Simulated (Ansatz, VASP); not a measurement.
# Two plane-wave programs on AlGa3N4

```
CELL_PARAMETERS angstrom
2.94718 -4.16849 0.00000
2.94718 4.16849 0.00000
0.00000 0.00000 2.94677
ATOMIC_POSITIONS crystal
Al 0.50000 0.50000 0.00000
Ga 0.00000 0.50000 0.50000
Ga 0.50000 0.00000 0.50000
Ga 0.00000 0.00000 0.00000
N 0.25342 0.74658 0.00000
N 0.74322 0.74322 0.50000
N 0.25678 0.25678 0.50000
N 0.74658 0.25342 0.00000
```

Alike in both runs: task single point; functional r2SCAN; dispersion rVV10; k mesh 6 × 6 × 10; occupations fermi-dirac, width 0.03 eV; no spin polarisation.

|  | VASP | Ansatz |
| --- | --- | --- |
| version | VASP 6.6.1 | Ansatz 0.2.0 |
| potentials or method | VASP PAW PBE potentials, release 64 (Al, Ga_d, N) | plane waves, PAW |
| plane-wave cutoff (eV) | 520 | 500 |
| valence electrons in the cell | 62 | 62 |

Ansatz gave:

```
gap on the k mesh at the Fermi level (eV)                     : 1.55
pressure (GPa)                                                : 0.0
traceless stress, the component that is largest in VASP (GPa) : -0.01
rms of the force components (eV/Å)                            : 0.001
```

What did VASP give for the same quantities?

gap on the k mesh at the Fermi level (eV): 1.53; pressure (GPa): 0.9; traceless stress, the component that is largest in VASP (GPa): 0.13; rms of the force components (eV/Å): 0.021.

VASP's potentials were made for PBE, not for r2SCAN. Atom by atom the forces differ by 0.021 eV/Å (rms over components).
